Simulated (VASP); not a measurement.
Input of a VASP 6.6.1 run:

Contents of POSCAR:

```
GaN
1.0
    3.1990180710      0.0000000000      0.0000000000
   -1.5995090355      2.7704309166      0.0000000000
    0.0000000000      0.0000000000      5.1717327709
Ga N
2 2
Direct
    0.3333333333      0.6666666667     -0.0014780244
    0.6666666667      0.3333333333      0.4985219756
    0.3333333333      0.6666666667      0.3764780244
    0.6666666667      0.3333333333      0.8764780244
```

Contents of INCAR.step1:

```
SYSTEM = GaN
PREC = Accurate ; ENCUT = 520
ISMEAR = 0 ; SIGMA = 0.01
LREAL = .FALSE. ; LASPH = .TRUE.
NELM = 60 ; NBANDS = 26
GGA = PE ; ALGO = Normal
EDIFF = 1E-4 ; LWAVE = .TRUE.
LCHARG = .FALSE.
```

File INCAR.step2:

```
SYSTEM = GaN
PREC = Accurate ; ENCUT = 520
EDIFF = 1E-6 ; ISMEAR = 0
SIGMA = 0.01 ; LREAL = .FALSE.
LASPH = .TRUE. ; NELM = 60
ALGO = Normal ; ISIF = 2
LWAVE = .FALSE. ; LCHARG = .FALSE.
METAGGA = R2SCAN ; LMIXTAU = .TRUE.
NBANDS = 26 ; ISTART = 1
```

The input KPOINTS:

```
regular mesh
0
G
  8 8 4
  0 0 0
```

Potentials or basis: VASP PAW PBE potentials, release 64 (Ga_d, N).

Run with:

```bash
$ cat potpaw_PBE.64/Ga_d/POTCAR potpaw_PBE.64/N/POTCAR > POTCAR
$ cp INCAR.step1 INCAR
$ mpirun -np 1 vasp_std > vasp.out
$ cp INCAR.step2 INCAR
$ mpirun -np 1 vasp_std > vasp.out
```

**Question.** What does it give for the pressure?

**Answer.** -0.5 GPa.

**Question.** Estimate the band gap on the k mesh.

**Answer.** 2.31 eV, direct.

Stress tensor (GPa, compression positive):
```
-1.14  0.00  0.00
 0.00 -1.14  0.00
 0.00  0.00  0.91
```

Caveat: the cell differs from its parent crystal (in-plane strain +0.005, then relaxed in part); the PAW data sets were made with another functional, which shifts forces and pressure a little.
